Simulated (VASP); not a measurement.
# Se in VASP: further runs

Se is run at these levels: PBE+D3(BJ), PBE; tasks: single point, relaxation of cell and atoms.

Program: VASP 6.6.1. These are calculated values, not measurements. Logs are shortened: lines on timing, memory, paths and dates and some standing lists are left out, and cuts for length are marked.

## Step 1: The cell of the first run

Symmetry: P3_121, No. 152, trigonal system. The conventional cell has a = 4.480 Å, b = 4.480 Å, c = 5.082 Å, α = 90.00°, β = 90.00°, γ = 120.00°. Within 3.2 Å of Se (site symmetry 2) lie 2 Se at 2.43 Å.

## Step 2: Single point, PBE+D3(BJ), collinear spin (29.44 Å³/atom)

File INCAR:

```
ALGO = Normal
EDIFF = 1E-6
ENCUT = 500
GGA = PE
GGA_COMPAT = F
ISIF = 2
ISMEAR = 1
ISPIN = 2
IVDW = 12
LASPH = T
LCHARG = F
LORBIT = 11
LREAL = F
LWAVE = F
MAGMOM = 0.5 -0.5 0.5
NBANDS = 20
NELM = 200
PREC = Accurate
SIGMA = 0.15
```

File KPOINTS:

```
k-points
0
Gamma
  7 7 6
```

File POSCAR:

```
Se
1.0
    4.4796581870      0.0000000000      0.0000000000
   -2.2398290935      3.8794977902      0.0000000000
    0.0000000000      0.0000000000      5.0823221097
Se
3
Direct
    0.7746000000      0.7746000000      0.0000000000
    0.0000000000      0.2254000000      0.6666666667
    0.2254000000      0.0000000000      0.3333333333
```

Potentials or basis: VASP PAW PBE potentials, release 64 (Se).

Run with:

```console
$ cat potpaw_PBE.64/Se/POTCAR > POTCAR
$ mpirun -np 1 vasp_std > vasp.out
```

OUTCAR:

```text
EDIFF = 1E-6
   ENCUT = 500
   GGA = PE
   ISIF = 2
   ISMEAR = 1
   ISPIN = 2
   IVDW = 12
   LASPH = T
   LORBIT = 11
   LREAL = F
   NELM = 200
   PREC = Accurate
 IVDW          = 12

 ion  position               nearest neighbor table
   1  0.775  0.775  0.000-   2 2.43   3 2.43
   2  0.000  0.225  0.667-   1 2.43   3 2.43
   3  0.225  0.000  0.333-   1 2.43   2 2.43

  LATTYP: Found a hexagonal cell.
 ALAT       =     4.4796581870
 C/A-ratio  =     1.1345334616

  Lattice vectors:

 A1 = (   4.4796581870,   0.0000000000,   0.0000000000)
 A2 = (  -2.2398290935,   3.8794977902,   0.0000000000)
 A3 = (   0.0000000000,   0.0000000000,   5.0823221097)

Analysis of symmetry for initial positions (statically):
=====================================================================
 Subroutine PRICEL returns:
 Original cell was already a primitive cell.

 Routine SETGRP: Setting up the symmetry group for a
 hexagonal supercell.

 Subroutine GETGRP returns: Found  6 space group operations
 (whereof  2 operations were pure point group operations)
 out of a pool of 24 trial point group operations.

The static configuration has the point symmetry C_2 .
 The point group associated with its full space group is D_3 .

Analysis of symmetry for dynamics (positions and initial velocities):
=====================================================================
 Subroutine PRICEL returns:
 Original cell was already a primitive cell.

 Routine SETGRP: Setting up the symmetry group for a
 hexagonal supercell.

 Subroutine GETGRP returns: Found  6 space group operations
 (whereof  2 operations were pure point group operations)
 out of a pool of 24 trial point group operations.

The dynamic configuration has the point symmetry C_2 .
 The point group associated with its full space group is D_3 .

Analysis of structural, dynamic, and magnetic symmetry:
=====================================================================
 Subroutine PRICEL returns:
 Original cell was already a primitive cell.

 Routine SETGRP: Setting up the symmetry group for a
 hexagonal supercell.

 Subroutine GETGRP returns: Found  2 space group operations
 (whereof  1 operations were pure point group operations)
 out of a pool of 24 trial point group operations.

The overall configuration has the point symmetry C_1 .
 The point group associated with its full space group is C_2 .

 Subroutine INISYM returns: Found  2 space group operations
 (whereof  1 operations are pure point group operations),
 and found     1 'primitive' translations

----------------------------------------------------------------------------------------

                                     Primitive cell

  volume of cell :      88.3248

  direct lattice vectors                    reciprocal lattice vectors
     4.479658187  0.000000000  0.000000000     0.223231318  0.128882661  0.000000000
    -2.239829094  3.879497790  0.000000000     0.000000000  0.257765323  0.000000000
     0.000000000  0.000000000  5.082322110     0.000000000  0.000000000  0.196760453

  length of vectors
     4.479658187  4.479658187  5.082322110     0.257765323  0.257765323  0.196760453

  position of ions in fractional coordinates (direct lattice)
     0.774600000  0.774600000  0.000000000
     0.000000000  0.225400000  0.666666667
     0.225400000  0.000000000  0.333333333

  ion indices of the primitive-cell ions
   primitive index   ion index
                 1           1
                 2           2
                 3           3

----------------------------------------------------------------------------------------

 KPOINTS: k-points

Automatic generation of k-mesh.
 Grid dimensions read from file:
 generate k-points for:    7    7    6

 Generating k-lattice:

  Cartesian coordinates                     Fractional coordinates (reciprocal lattice)
     0.031890188  0.018411809  0.000000000     0.142857143 -0.000000000  0.000000000
     0.000000000  0.036823618  0.000000000     0.000000000  0.142857143  0.000000000
     0.000000000  0.000000000  0.032793409     0.000000000  0.000000000  0.166666667

  Length of vectors
     0.036823618  0.036823618  0.032793409

  Shift w.r.t. Gamma in fractional coordinates (k-lattice)
     0.000000000  0.000000000  0.000000000

 Subroutine IBZKPT returns following result:
 ===========================================

 Found     88 irreducible k-points:

 Following reciprocal coordinates:
            Coordinates               Weight
  0.000000  0.000000  0.000000      1.000000
  0.142857  0.000000  0.000000      2.000000
  0.000000  0.142857  0.000000      4.000000
  0.285714 -0.000000  0.000000      2.000000
  0.000000  0.285714  0.000000      4.000000
  0.428571  0.000000  0.000000      2.000000
[... 16 lines left out ...]
  0.000000  0.285714  0.166667      4.000000
 -0.285714  0.285714  0.166667      4.000000
 [... further k-points ...]
   k-points           NKPTS =     88   k-points in BZ     NKDIM =     88   number of bands    NBANDS=     20
   number of dos      NEDOS =    301   number of ions     NIONS =      3
   total plane-waves  NPLWV =  51840
   dimension x,y,z NGX =    36 NGY =   36 NGZ =   40
   dimension x,y,z NGXF=    72 NGYF=   72 NGZF=   80
   ions per type =               3
   NGX,Y,Z   is equivalent  to a cutoff of  13.36, 13.36, 13.08 a.u.
   NGXF,Y,Z  is equivalent  to a cutoff of  26.72, 26.72, 26.17 a.u.
 SYSTEM =  unknown system
   PREC   = accura    normal or accurate (medium, high low for compatibility)
   ISTART =      0    job   : 0-new  1-cont  2-samecut
   ICHARG =      2    charge: 1-file 2-atom 10-const
   ISPIN  =      2    spin polarized calculation?
   LNONCOLLINEAR =      F non collinear calculations
   LSORBIT =      F    spin-orbit coupling
   LASPH  =      T    aspherical Exc in radial PAW
   ENCUT  =  500.0 eV  36.75 Ry    6.06 a.u.   8.17  8.17  9.27*2*pi/ulx,y,z
   NELM   =    200;   NELMIN=  2; NELMDL= -5     # of ELM steps
   EDIFF  = 0.1E-05   stopping-criterion for ELM
   LREAL  =      F    real-space projection
   EDIFFG = 0.1E-04   stopping-criterion for IOM
   NSW    =      0    number of steps for IOM
   IBRION =     -1    ionic relax: 0-MD 1-quasi-New 2-CG
   NFREE  =      0    steps in history (QN), initial steepest desc. (CG)
   ISIF   =      2    stress and relaxation
   ISYM   =      2    0-nonsym 1-usesym 2-fastsym
   POTIM  = 0.5000    time-step for ionic-motion
   TEBEG  =    0.0;   TEEND  =   0.0 temperature during run
   PSTRESS=    0.0 pullay stress
   NELECT =      18.0000    total number of electrons
   NUPDOWN=      -1.0000    fix difference up-down
   EMIN   =  10.00;   EMAX   =-10.00  energy-range for DOS
   EFERMI =   0.00;   METHOD = LEGACY
   ISMEAR =     1;   SIGMA  =   0.15  broadening in eV -4-tet -1-fermi 0-gaus
   EFERMI_NEDOS =   21; number of points for ismear=-14 and -15
   IALGO  =     38    algorithm
   IMIX   =      4    mixing-type and parameters
     AMIX     =   0.40;   BMIX     =  1.00
     AMIX_MAG =   1.60;   BMIX_MAG =  1.00
  volume/ion in A,a.u.               =      29.44       198.68
  Fermi-wavevector in a.u.,A,eV,Ry     =   0.963396  1.820554 12.627999  0.928132
  Thomas-Fermi vector in A             =   2.092938
   LORBIT       =     11    0 simple, 1 ext, 2 COOP (PROOUT), +10 PAW based schemes
   GGA     = PE    functional components
   LHFCALC =     F    Hartree Fock is set to
   AEXX    =    0.0000 exact exchange contribution
   IVDW    =    12    specifies the selected vdW correction
   LEPSILON=     F    determine dielectric tensor
   LRPA    =     F    only Hartree local field effects (RPA)
 spin polarized calculation
 Methfessel and Paxton  Order N= 1 SIGMA  =   0.15
  energy-cutoff  :      500.00
  volume of cell :       88.32
 maximum number of plane-waves:      2255
 NGX is ok and might be reduce to    36
   NGX = 17   NGY = 17   NGZ = 19

 number of electron      17.9999999 magnetization      -0.0000376

 number of electron      17.9999999 magnetization       0.0000102

 Free energy of the ion-electron system (eV)
  ---------------------------------------------------
  ext. energy  EPLUGINS =         0.00000000
  ---------------------------------------------------
  free energy    TOTEN  =       -10.49935697 eV

  energy without entropy =      -10.50022061  energy(sigma->0) =      -10.49964485

 E-fermi :   1.9863     XC(G=0):  -8.5121

 val. band max:        1.8969431603   @ k =  -0.1429  -0.4286   0.5000
 cond. band min:       3.0316176155   @ k =  -0.2857  -0.4286   0.5000
 fundamental gap:      1.1346744552
 Fermi energy:         1.9862962271

 spin component 1

 k-point     1 :       0.0000    0.0000    0.0000
  band No.  band energies     occupation
      1     -13.3198      1.00000
      2      -9.6257      1.00000
      3      -9.6257      1.00000
      4      -1.6895      1.00000
      5      -1.6895      1.00000
      6      -1.4830      1.00000
[... 12 lines left out ...]
     19      10.6886      0.00000
[... 513 lines left out ...]
      4      -2.5541      1.00000
      5      -2.2335      1.00000
      6      -1.1966      1.00000
[... 12 lines left out ...]
     19      12.9235      0.00000
     20      13.6812      0.00000

 [... further k-points ...]

 spin component 2

 k-point     1 :       0.0000    0.0000    0.0000
  band No.  band energies     occupation
      1     -13.3198      1.00000
      2      -9.6257      1.00000
      3      -9.6257      1.00000
      4      -1.6895      1.00000
      5      -1.6895      1.00000
      6      -1.4830      1.00000
[... 12 lines left out ...]
     19      10.6885      0.00000
[... 513 lines left out ...]
      4      -2.5541      1.00000
      5      -2.2335      1.00000
      6      -1.1966      1.00000
[... 12 lines left out ...]
     19      12.9235      0.00000
     20      13.6811      0.00000

 [... further k-points ...]

------------------------ aborting loop because EDIFF is reached ----------------------------------------

 Edisp (eV)   -0.86842

 E8    (eV) :    -0.3563

  FORCE on cell =-STRESS in cart. coord.  units (eV):
  Direction    XX          YY          ZZ          XY          YZ          ZX
  --------------------------------------------------------------------------------------
  -------------------------------------------------------------------------------------
  Total      -1.55722    -1.55719    -1.76461    -0.00003    -0.00003    -0.00005
  in kB     -28.24738   -28.24678   -32.00943    -0.00051    -0.00055    -0.00096
  external pressure =      -29.50 kB  Pullay stress =        0.00 kB

 VOLUME and BASIS-vectors are now :
 -----------------------------------------------------------------------------
  energy-cutoff  :      500.00
  volume of cell :       88.32
      direct lattice vectors                 reciprocal lattice vectors
     4.479658187  0.000000000  0.000000000     0.223231318  0.128882661  0.000000000
    -2.239829094  3.879497790  0.000000000     0.000000000  0.257765323  0.000000000
     0.000000000  0.000000000  5.082322110     0.000000000  0.000000000  0.196760453

 POSITION                                       TOTAL-FORCE (eV/Angst)
 -----------------------------------------------------------------------------------
      1.73497      3.00506      0.00000         0.144740      0.250706      0.000012
     -0.50486      0.87444      3.38821         0.144747     -0.250710      0.000000
      1.00971      0.00000      1.69411        -0.289487      0.000004     -0.000012
 -----------------------------------------------------------------------------------
    total drift:                                0.000016     -0.000028     -0.000000

  FREE ENERGIE OF THE ION-ELECTRON SYSTEM (eV)
  ---------------------------------------------------
  free  energy   TOTEN  =       -11.3677802333 eV

  energy  without entropy=      -11.3686438773  energy(sigma->0) =      -11.36806811

 total charge

# of ion       s       p       d       tot
------------------------------------------
    1        1.512   2.149   0.047   3.708
    2        1.512   2.149   0.047   3.708
    3        1.512   2.149   0.047   3.708
--------------------------------------------------
tot          4.536   6.446   0.141  11.124

 magnetization (x)

# of ion       s       p       d       tot
------------------------------------------
    1       -0.000  -0.000  -0.000  -0.000
    2        0.000   0.000   0.000   0.000
    3       -0.000  -0.000  -0.000  -0.000
--------------------------------------------------
tot         -0.000  -0.000  -0.000  -0.000
```

Run time: 12 min. Hardware: 1 thread of Intel Xeon 8259CL, shared host; peak memory 0.35 GiB.

What came out:

```
Free energy                                           : -11.3678 eV
Pressure                                              : -3.0 GPa
Largest force                                         : 0.289 eV/Å
Band gap on the k mesh                                : 1.13 eV (least direct gap 1.37 eV)
Net moment                                            : 0.00 μB per cell
Valence electrons inside the program's atomic spheres : Se 3.71
Dispersion energy per atom                            : -0.289 eV
```

Forces on the atoms (eV/Å):
```
Se   0.145  0.251  0.000
Se   0.145 -0.251  0.000
Se  -0.289  0.000  0.000
```

Caveat: three body term missing.

[end of part 1 of 3]
